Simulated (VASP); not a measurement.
Set up this calculation in VASP 6.6.1, as the native input.

```
Task                   : single point
Functional             : PBE
Potentials or basis    : VASP PAW PBE potentials, release 64 (Cu, Ni)
Cutoff                 : 520 eV
k mesh                 : 18 × 18 × 2
Occupations            : gaussian, width 0.1 eV
Spin                   : no spin polarisation
Dipole correction      : no
Further INCAR settings : ALGO = Fast; EDIFF = 1e-06; NBANDS = 64
```

The structure of Cu3Ni2 lies in POSCAR:

```
Cu3Ni2
1.0
    2.5205932824     -0.0000000289      0.0000000000
   -1.2602966162      2.1828978296      0.0000000000
    0.0000000000      0.0000000000     20.8495855000
Cu Ni
6 4
Direct
    0.3333333333      0.6666666667      0.8467910000
    0.3333333333      0.6666666667      0.0511480000
    0.3333333333      0.6666666667      0.4489950000
    0.6666666667      0.3333333333      0.9488520000
    0.6666666667      0.3333333333      0.1532090000
    0.6666666667      0.3333333333      0.5510050000
    0.3333333333      0.6666666667      0.6505200000
    0.3333333333      0.6666666667      0.2526390000
    0.6666666667      0.3333333333      0.7473610000
    0.6666666667      0.3333333333      0.3494800000
```

One way to write it, as run:

INCAR

```
  ALGO = Fast
  EDIFF = 1E-6
  ENCUT = 520
  GGA = PE
  ISIF = 2
  ISMEAR = 0
  LASPH = True
  LCHARG = False
  LREAL = False
  LWAVE = False
  NBANDS = 64
  NELM = 60
  PREC = Accurate
  SIGMA = 0.1
```

KPOINTS

```
k-points
0
Gamma
  18 18 2
```

Potentials or basis: VASP PAW PBE potentials, release 64 (Cu, Ni).

Command:

```bash
$ cat potpaw_PBE.64/Cu/POTCAR potpaw_PBE.64/Ni/POTCAR > POTCAR
$ mpirun -np 1 vasp_std > vasp.out
```

It gave:

| Item | Value |
| --- | --- |
| Pressure | 0.3 GPa |
| Largest force | 0.016 eV/Å |
| Band gap on the k mesh | zero (bands 53 and 54 overlap by 4.47 eV) |

Wall time 9 min on 1 thread of Intel(R) Xeon(R) 6975P-C (Granite Rapids), on a shared host, peak memory 0.5 GiB.
